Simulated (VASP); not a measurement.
# H (Cmce) in VASP: further runs

The runs below take H through single point, relaxation of cell and atoms, with PBEsol.

All numbers are computed with VASP 6.6.1; they aren't measurements. Logs are shortened: lines on timing, memory, paths and dates and some standing lists are left out, and cuts for length are marked.

## 1. The cell of the first run

Symmetry: Cmce, No. 64, orthorhombic system. The conventional cell has a = 5.249 Å, b = 5.130 Å, c = 4.145 Å, α = 90.00°, β = 90.00°, γ = 90.00°. Within 1.0 Å of H (site symmetry m) lie 1 H at 0.76 Å.

## 2. Single point, PBEsol

The input, INCAR:

```
SYSTEM = H
  PREC = Accurate
  ENCUT = 520
  EDIFF = 1E-6
  ISMEAR = 0
  SIGMA = 0.1
  LREAL = .False.
  LASPH = .True.
  NELM = 100
  ALGO = Normal
  ISIF = 2
  LWAVE = .False.
  LCHARG = .True.
  GGA = PS
  LELF = .True.
  LVHAR = .True.
  NBANDS = 10
```

The input, KPOINTS:

```
regular mesh
0
Gamma
  6 6 4
  0 0 0
```

The input, POSCAR:

```
H
1.0
    2.6245892384     -2.5647840665      0.0000000000
    2.6245892384      2.5647840665      0.0000000000
    0.0000000000      0.0000000000      4.1450387075
H
4
Direct
    0.9523389665      0.0476610335      0.0698941542
    0.4523389665      0.5476610335      0.4301058458
    0.5476610335      0.4523389665      0.5698941542
    0.0476610335      0.9523389665      0.9301058458
```

Potentials or basis: VASP PAW PBE potentials, release 64 (H).

Launch:

```
> cat potpaw_PBE.64/H/POTCAR > POTCAR
> mpirun -np 1 vasp_std > vasp.out
```

OUTCAR:

```text
SYSTEM = H
   PREC = Accurate
   ENCUT = 520
   EDIFF = 1E-6
   ISMEAR = 0
   LREAL = .False.
   LASPH = .True.
   NELM = 100
   ISIF = 2
   GGA = PS

 ion  position               nearest neighbor table
   1  0.952  0.048  0.070-   4 0.76
   2  0.452  0.548  0.430-   3 0.76
   3  0.548  0.452  0.570-   2 0.76
   4  0.048  0.952  0.930-   1 0.76

  LATTYP: Found a base centered orthorhombic cell.
 ALAT       =     5.1295681330
 B/A-ratio  =     1.0233178195
 C/A-ratio  =     0.8080677749

  Lattice vectors:

 A1 = (  -2.6245892384,  -2.5647840665,   0.0000000000)
 A2 = (   2.6245892384,  -2.5647840665,   0.0000000000)
 A3 = (   0.0000000000,   0.0000000000,   4.1450387075)

Analysis of symmetry for initial positions (statically):
=====================================================================
 Subroutine PRICEL returns:
 Original cell was already a primitive cell.

 Routine SETGRP: Setting up the symmetry group for a
 base centered orthorhombic supercell.

 Subroutine GETGRP returns: Found  8 space group operations
 (whereof  4 operations were pure point group operations)
 out of a pool of  8 trial point group operations.

The static configuration has the point symmetry C_2h.
 The point group associated with its full space group is D_2h.

Analysis of symmetry for dynamics (positions and initial velocities):
=====================================================================
 Subroutine PRICEL returns:
 Original cell was already a primitive cell.

 Routine SETGRP: Setting up the symmetry group for a
 base centered orthorhombic supercell.

 Subroutine GETGRP returns: Found  8 space group operations
 (whereof  4 operations were pure point group operations)
 out of a pool of  8 trial point group operations.

The dynamic configuration has the point symmetry C_2h.
 The point group associated with its full space group is D_2h.

 Subroutine INISYM returns: Found  8 space group operations
 (whereof  4 operations are pure point group operations),
 and found     1 'primitive' translations

----------------------------------------------------------------------------------------

                                     Primitive cell

  volume of cell :      55.8047

  direct lattice vectors                    reciprocal lattice vectors
     2.624589238 -2.564784067  0.000000000     0.190506001 -0.194948186  0.000000000
     2.624589238  2.564784067  0.000000000     0.190506001  0.194948186  0.000000000
     0.000000000  0.000000000  4.145038708     0.000000000  0.000000000  0.241252271

  length of vectors
     3.669684725  3.669684725  4.145038708     0.272575368  0.272575368  0.241252271

  position of ions in fractional coordinates (direct lattice)
     0.952338967  0.047661033  0.069894154
     0.452338967  0.547661033  0.430105846
     0.547661033  0.452338967  0.569894154
     0.047661033  0.952338967  0.930105846

  ion indices of the primitive-cell ions
   primitive index   ion index
                 1           1
                 2           2
                 3           3
                 4           4

----------------------------------------------------------------------------------------

 KPOINTS: regular mesh

Automatic generation of k-mesh.
 Grid dimensions read from file:
 generate k-points for:    6    6    4

 Generating k-lattice:

  Cartesian coordinates                     Fractional coordinates (reciprocal lattice)
     0.031751000 -0.032491364  0.000000000     0.166666667  0.000000000  0.000000000
     0.031751000  0.032491364  0.000000000     0.000000000  0.166666667  0.000000000
     0.000000000  0.000000000  0.060313068     0.000000000  0.000000000  0.250000000

  Length of vectors
     0.045429228  0.045429228  0.060313068

  Shift w.r.t. Gamma in fractional coordinates (k-lattice)
     0.000000000  0.000000000  0.000000000

 Subroutine IBZKPT returns following result:
 ===========================================

 Found     39 irreducible k-points:

 Following reciprocal coordinates:
            Coordinates               Weight
  0.000000  0.000000  0.000000      1.000000
  0.166667  0.000000  0.000000      4.000000
  0.333333  0.000000  0.000000      4.000000
  0.500000  0.000000  0.000000      2.000000
  0.166667  0.166667  0.000000      2.000000
  0.333333  0.166667  0.000000      4.000000
[... 16 lines left out ...]
  0.333333  0.333333  0.250000      4.000000
  0.500000  0.333333  0.250000      8.000000
 [... further k-points ...]
   k-points           NKPTS =     39   k-points in BZ     NKDIM =     39   number of bands    NBANDS=     10
   number of dos      NEDOS =    301   number of ions     NIONS =      4
   total plane-waves  NPLWV =  25088
   dimension x,y,z NGX =    28 NGY =   28 NGZ =   32
   dimension x,y,z NGXF=    56 NGYF=   56 NGZF=   64
   ions per type =               4
   NGX,Y,Z   is equivalent  to a cutoff of  12.68, 12.68, 12.83 a.u.
   NGXF,Y,Z  is equivalent  to a cutoff of  25.37, 25.37, 25.67 a.u.
 SYSTEM =  H
   PREC   = accura    normal or accurate (medium, high low for compatibility)
   ISTART =      0    job   : 0-new  1-cont  2-samecut
   ICHARG =      2    charge: 1-file 2-atom 10-const
   ISPIN  =      1    spin polarized calculation?
   LNONCOLLINEAR =      F non collinear calculations
   LSORBIT =      F    spin-orbit coupling
   LASPH  =      T    aspherical Exc in radial PAW
   ENCUT  =  520.0 eV  38.22 Ry    6.18 a.u.   6.82  6.82  7.71*2*pi/ulx,y,z
   NELM   =    100;   NELMIN=  2; NELMDL= -5     # of ELM steps
   EDIFF  = 0.1E-05   stopping-criterion for ELM
   LREAL  =      F    real-space projection
   EDIFFG = 0.1E-04   stopping-criterion for IOM
   NSW    =      0    number of steps for IOM
   IBRION =     -1    ionic relax: 0-MD 1-quasi-New 2-CG
   NFREE  =      0    steps in history (QN), initial steepest desc. (CG)
   ISIF   =      2    stress and relaxation
   ISYM   =      2    0-nonsym 1-usesym 2-fastsym
   POTIM  = 0.5000    time-step for ionic-motion
   TEBEG  =    0.0;   TEEND  =   0.0 temperature during run
   PSTRESS=    0.0 pullay stress
   NELECT =       4.0000    total number of electrons
   NUPDOWN=      -1.0000    fix difference up-down
   EMIN   =  10.00;   EMAX   =-10.00  energy-range for DOS
   EFERMI =   0.00;   METHOD = LEGACY
   ISMEAR =     0;   SIGMA  =   0.10  broadening in eV -4-tet -1-fermi 0-gaus
   EFERMI_NEDOS =   21; number of points for ismear=-14 and -15
   IALGO  =     38    algorithm
   IMIX   =      4    mixing-type and parameters
     AMIX     =   0.40;   BMIX     =  1.00
     AMIX_MAG =   1.60;   BMIX_MAG =  1.00
  volume/ion in A,a.u.               =      13.95        94.15
  Fermi-wavevector in a.u.,A,eV,Ry     =   0.680045  1.285099  6.292174  0.462462
  Thomas-Fermi vector in A             =   1.758421
   LORBIT       =      0    0 simple, 1 ext, 2 COOP (PROOUT), +10 PAW based schemes
   GGA     = PS    functional components
   LHFCALC =     F    Hartree Fock is set to
   AEXX    =    0.0000 exact exchange contribution
   IVDW    =     0    specifies the selected vdW correction
   LEPSILON=     F    determine dielectric tensor
   LRPA    =     F    only Hartree local field effects (RPA)
 non-spin polarized calculation
 Gauss-broadening in eV      SIGMA  =   0.10
  energy-cutoff  :      520.00
  volume of cell :       55.80
 maximum number of plane-waves:      1520
   NGX = 13   NGY = 13   NGZ = 15

 number of electron       4.0000002 magnetization

 Free energy of the ion-electron system (eV)
  ---------------------------------------------------
  ext. energy  EPLUGINS =         0.00000000
  ---------------------------------------------------
  free energy    TOTEN  =       -13.05773845 eV

  energy without entropy =      -13.05773845  energy(sigma->0) =      -13.05773845

 E-fermi :  -7.8328     XC(G=0):  -4.9227

 val. band max:       -8.3113455955   @ k =   0.0000   0.0000   0.0000
 cond. band min:       0.6736369036   @ k =   0.5000   0.0000   0.5000
 fundamental gap:      8.9849824991
 Fermi energy:        -7.8327741520

 k-point     1 :       0.0000    0.0000    0.0000
  band No.  band energies     occupation
      1     -10.1726      2.00000
      2      -8.3113      2.00000
      3       2.7832      0.00000
      4       4.2620      0.00000
      5       4.5448      0.00000
      6       6.7272      0.00000
      7       6.9702      0.00000
      8       8.4481      0.00000
      9      10.4689      0.00000
     10      11.2656      0.00000

 k-point     2 :       0.1667    0.0000    0.0000
  band No.  band energies     occupation
      1     -10.0228      2.00000
      2      -8.3866      2.00000
      3       2.9080      0.00000
      4       3.7448      0.00000
      5       4.0073      0.00000
      6       6.0450      0.00000
      7       7.6284      0.00000
      8       9.4503      0.00000
      9      10.9886      0.00000
     10      11.1733      0.00000

 k-point     3 :       0.3333    0.0000    0.0000
  band No.  band energies     occupation
      1      -9.6190      2.00000
      2      -8.6447      2.00000
      3       2.6112      0.00000
      4       2.6714      0.00000
      5       4.2417      0.00000
      6       6.1419      0.00000
      7       8.2491      0.00000
      8       8.7326      0.00000
      9      10.1830      0.00000
     10      12.1162      0.00000

 k-point     4 :       0.5000    0.0000    0.0000
  band No.  band energies     occupation
      1      -9.0965      2.00000
      2      -9.0965      2.00000
      3       2.2900      0.00000
      4       2.2900      0.00000
      5       5.3143      0.00000
      6       5.3143      0.00000
      7       8.7510      0.00000
      8       8.7510      0.00000
      9      10.1599      0.00000
     10      10.1599      0.00000

 k-point     5 :       0.1667    0.1667    0.0000
  band No.  band energies     occupation
      1      -9.8993      2.00000
      2      -8.4170      2.00000
      3       3.0924      0.00000
      4       3.2775      0.00000
      5       3.6061      0.00000
      6       5.5040      0.00000
      7       8.8400      0.00000
      8       9.9059      0.00000
      9      10.4777      0.00000
     10      11.6302      0.00000

 k-point     6 :       0.3333    0.1667    0.0000
  band No.  band energies     occupation
      1      -9.5390      2.00000
      2      -8.6048      2.00000
      3       2.1653      0.00000
      4       2.8585      0.00000
      5       4.0791      0.00000
      6       5.8626      0.00000
      7       7.8078      0.00000
      8       9.0629      0.00000
      9      11.0743      0.00000
     10      11.2892      0.00000
[... 183 lines left out ...]
 k-point    21 :      -0.3333    0.1667    0.2500
  band No.  band energies     occupation
      1      -9.3081      2.00000
      2      -8.7391      2.00000
      3       1.5320      0.00000
      4       1.9230      0.00000
      5       4.3796      0.00000
      6       7.0223      0.00000
      7       7.7559      0.00000
      8       9.0596      0.00000
      9      10.7396      0.00000
     10      12.0664      0.00000

 k-point    22 :      -0.1667    0.1667    0.2500
  band No.  band energies     occupation
      1      -9.6379      2.00000
      2      -8.6315      2.00000
      3       1.7975      0.00000
      4       2.3799      0.00000
      5       4.8757      0.00000
      6       6.5722      0.00000
      7       9.1103      0.00000
      8       9.1422      0.00000
      9      10.7191      0.00000
     10      11.7409      0.00000

 k-point    23 :       0.3333    0.3333    0.2500
  band No.  band energies     occupation
      1      -9.1390      2.00000
      2      -8.6696      2.00000
      3       1.7031      0.00000
      4       2.6649      0.00000
      5       2.7145      0.00000
      6       6.3052      0.00000
      7       6.3735      0.00000
      8       9.2688      0.00000
      9       9.4856      0.00000
     10      11.5588      0.00000

 k-point    24 :       0.5000    0.3333    0.2500
  band No.  band energies     occupation
      1      -8.9007      2.00000
      2      -8.7871      2.00000
      3       1.4270      0.00000
      4       2.3293      0.00000
      5       3.5742      0.00000
      6       4.9316      0.00000
      7       7.0180      0.00000
      8       7.8311      0.00000
      9      10.1209      0.00000
     10      10.8981      0.00000

 [... further k-points ...]

------------------------ aborting loop because EDIFF is reached ----------------------------------------

  FORCE on cell =-STRESS in cart. coord.  units (eV):
  Direction    XX          YY          ZZ          XY          YZ          ZX
  --------------------------------------------------------------------------------------
  -------------------------------------------------------------------------------------
  Total       -0.0437410     -0.0421066     -0.0082596      0.0000000     -0.0000000      0.0000000
  in kB       -1.2558225     -1.2088985     -0.2371369      0.0000000     -0.0000000      0.0000000
  external PRESSURE =      -0.9006193 kB  Pullay stress =       0.0000000 kB

 VOLUME and BASIS-vectors are now :
 -----------------------------------------------------------------------------
  energy-cutoff  :      520.00
  volume of cell :       55.80
      direct lattice vectors                 reciprocal lattice vectors
     2.624589238 -2.564784067  0.000000000     0.190506001 -0.194948186  0.000000000
     2.624589238  2.564784067  0.000000000     0.190506001  0.194948186  0.000000000
     0.000000000  0.000000000  4.145038708     0.000000000  0.000000000  0.241252271

 POSITION                                       TOTAL-FORCE (eV/Angst)
 -----------------------------------------------------------------------------------
      2.62459     -2.32030      0.28971         0.000000      0.028763      0.034449
      2.62459      0.24448      1.78281         0.000000      0.028763     -0.034449
      2.62459     -0.24448      2.36223         0.000000     -0.028763      0.034449
      2.62459      2.32030      3.85532         0.000000     -0.028763     -0.034449
 -----------------------------------------------------------------------------------
    total drift:                               -0.000000     -0.000000      0.000000

  FREE ENERGIE OF THE ION-ELECTRON SYSTEM (eV)
  ---------------------------------------------------
  free  energy   TOTEN  =       -13.0577384524 eV

  energy  without entropy=      -13.0577384524  energy(sigma->0) =      -13.05773845
```

Run time: 16 s. Hardware: 1 thread of Intel Xeon Platinum 8488C (Sapphire Rapids), shared host; peak memory 0.15 GiB.

What came out:

- Free energy: -13.0577 eV
- Pressure: -0.1 GPa
- Largest force: 0.045 eV/Å
- Band gap on the k mesh: 8.98 eV (least direct gap 9.62 eV)

Forces on the atoms (eV/Å):
```
H    0.000  0.029  0.034
H    0.000  0.029 -0.034
H    0.000 -0.029  0.034
H    0.000 -0.029 -0.034
```

Stress tensor (GPa, compression positive):
```
-0.13  0.00  0.00
 0.00 -0.12  0.00
 0.00  0.00 -0.02
```

Caveat: this functional lacks dispersion, which holds the molecules together, so the pressure and a relaxed volume are unreliable; the PAW data sets were made with another functional, which shifts forces and pressure a little.

## 3. Relaxation of cell and atoms, PBEsol

The input, INCAR:

```
  ALGO = Normal
  EDIFF = 1E-7
  EDIFFG = -0.04
  ENCUT = 600
  GGA = PS
  IBRION = 2
  ISIF = 3
  ISMEAR = 0
  LASPH = True
  LCHARG = False
  LREAL = False
  LWAVE = False
  NELM = 60
  NSW = 90
  PREC = Accurate
  SIGMA = 0.1
```

The input, KPOINTS:

```
k-points
0
Gamma
  6 6 4
```

The input, POSCAR:

```
H
1.0
    2.6234813799     -2.5669048168      0.0000000000
    2.6234813799      2.5669048168      0.0000000000
    0.0000000000      0.0000000000      4.1418180000
H
4
Direct
    0.9532956300      0.0467043700      0.0685088900
    0.4532956300      0.5467043700      0.4314911100
    0.5467043700      0.4532956300      0.5685088900
    0.0467043700      0.9532956300      0.9314911100
```

Potentials or basis: VASP PAW PBE potentials, release 64 (H).

Launch:

```
> cat potpaw_PBE.64/H/POTCAR > POTCAR
> mpirun -np 1 vasp_std > vasp.out
```

Wall time 28 s (1 thread of Intel Xeon Platinum 8488C (Sapphire Rapids), shared host); peak memory 0.16 GiB.

It converged, with:

* Free energy: -13.0604 eV
* Relaxed volume: 13.98 Å³/atom
* Relaxed cell: a = 3.672 Å, b = 3.672 Å, c = 4.149 Å, α = 90.00°, β = 90.00°, γ = 88.81°
* Space group after relaxing (to 0.1 Å): Cmce (No. 64)
* Energy gained by relaxing: 2.3 meV/atom
* Ionic steps: 3
* Pressure after relaxing: -0.1 GPa
* Largest force after relaxing: 0.005 eV/Å
* Band gap on the k mesh: 8.98 eV (least direct gap 9.61 eV)

Forces in eV/Å, atoms in the order of the input:
```
H    0.000 -0.003 -0.004
H    0.000 -0.003  0.004
H    0.000  0.003 -0.004
H    0.000  0.003  0.004
```

The path:
```
step  energy change (eV)  largest force (eV/Å)  pressure (GPa)  volume (Å³)
   1              0.0000                0.5683            0.77        55.78
   2              0.0455                1.2260           -1.92        56.32
   3             -0.0091                0.0051           -0.05        55.93
```

Final structure:
```cif
data_structure
_symmetry_space_group_name_H-M 'P 1'
_symmetry_Int_Tables_number 1
_cell_length_a 3.6723
_cell_length_b 3.6723
_cell_length_c 4.1486
_cell_angle_alpha 90.000
_cell_angle_beta 90.000
_cell_angle_gamma 88.814
_cell_volume 55.93
loop_
_atom_site_label
_atom_site_type_symbol
_atom_site_fract_x
_atom_site_fract_y
_atom_site_fract_z
_atom_site_occupancy
H1 H 0.95233 0.04767 0.06994 1
H2 H 0.45233 0.54767 0.43006 1
H3 H 0.54767 0.45233 0.56994 1
H4 H 0.04767 0.95233 0.93006 1
```

Levels at points of the mesh, in eV from the valence-band top:
```tsv
k point	band 1	band 2	band 3	band 4	band 5	band 6
(0.00, 0.00, 0.00)	-1.86	0.00	11.08	12.56	12.84	15.02
(0.50, 0.00, 0.00)	-0.78	-0.78	10.59	10.59	13.61	13.61
(0.50, 0.50, 0.00)	-0.61	-0.43	9.30	10.18	13.83	15.25
(0.00, 0.00, 0.50)	-0.93	-0.93	10.27	10.27	15.37	15.37
(0.50, 0.00, 0.50)	-0.64	-0.64	8.98	8.98	15.75	15.75
(0.50, 0.50, 0.50)	-0.41	-0.41	10.70	10.70	12.34	12.34
```

Caveat: this functional lacks dispersion, which holds the molecules together, so the pressure and a relaxed volume are unreliable; the PAW data sets were made with another functional, which shifts forces and pressure a little. A k mesh can miss the band edges.
